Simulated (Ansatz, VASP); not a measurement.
C in VASP and in Ansatz

Contents of INCAR:

```
SYSTEM = C
PREC = Accurate
ENCUT = 520
EDIFF = 1E-6
ISMEAR = 0
SIGMA = 0.15
LREAL = .FALSE.
LASPH = .TRUE.
NELM = 100
ALGO = Normal
ISIF = 2
LWAVE = .FALSE.
LCHARG = .FALSE.
GGA = PE
IVDW = 12
NBANDS = 11
```

KPOINTS

```
Automatic mesh
0
G
  21 21 12
  0 0 0
```

The input POSCAR:

```
C
1.0
    2.5058198767      0.0000000000      0.0000000000
   -1.2529099384      2.1701036705      0.0000000000
    0.0000000000      0.0000000000      3.6316216684
C
2
Direct
    0.3473884222      0.6947768445      0.0000000000
    0.6526115778      0.3052231555      0.0000000000
```

Input for Ansatz:

```yaml
crystal:
  lattice:
    - [2.5058198767, 0.0, 0.0]
    - [-1.2529099384, 2.1701036705, 0.0]
    - [0.0, 0.0, 3.6316216684]
  atoms:
    - { symbol: C, position: [0.3473884222, 0.6947768445, 0.0] }
    - { symbol: C, position: [0.6526115778, 0.3052231555, 0.0] }
basis:
  ecutwfc: 520.0
kpoints:
  mp_grid: { grid: [21, 21, 12] }
hamiltonian:
  xc: pbe
  pseudopotentials: { kind: paw, azcp: { folder: soft_1 } }
  dispersion: d3bj
scf:
  occupations: { method: gaussian, width: 0.15 }
output:
  forces: true
  stress: true
  eigenvalues: true
```

Change from the starting cell: mode 6 frozen in at +0.060 Å, equal normal strain along x, y and z +0.0167.

Alike in both runs: task single point; functional PBE; dispersion D3(BJ); k mesh 21 × 21 × 12; occupations gaussian, width 0.15 eV; no spin polarisation.

|  | VASP | Ansatz |
| --- | --- | --- |
| version | VASP 6.6.1 | Ansatz 0.2.0 |
| potentials or method | VASP PAW PBE potentials, release 64 (C), cutoff 520 eV | scalar-relativistic, plane waves, PAW |
| valence electrons in the cell | 8 | 8 |

VASP gave:

```
gap on the k mesh at the Fermi level (eV)                     : none
pressure (GPa)                                                : -5.7
traceless stress, the component that is largest in VASP (GPa) : -12.35
rms of the force components (eV/Å)                            : 3.806
```

**Question.** Estimate Ansatz's values.

**Answer.** gap on the k mesh at the Fermi level (eV): none; pressure (GPa): -6.0; traceless stress, the component that is largest in VASP (GPa): -12.34; rms of the force components (eV/Å): 3.794.

Atom by atom the forces differ by 0.012 eV/Å (rms over components). A gap of «none» marks a metal or a gap that the smearing closes.
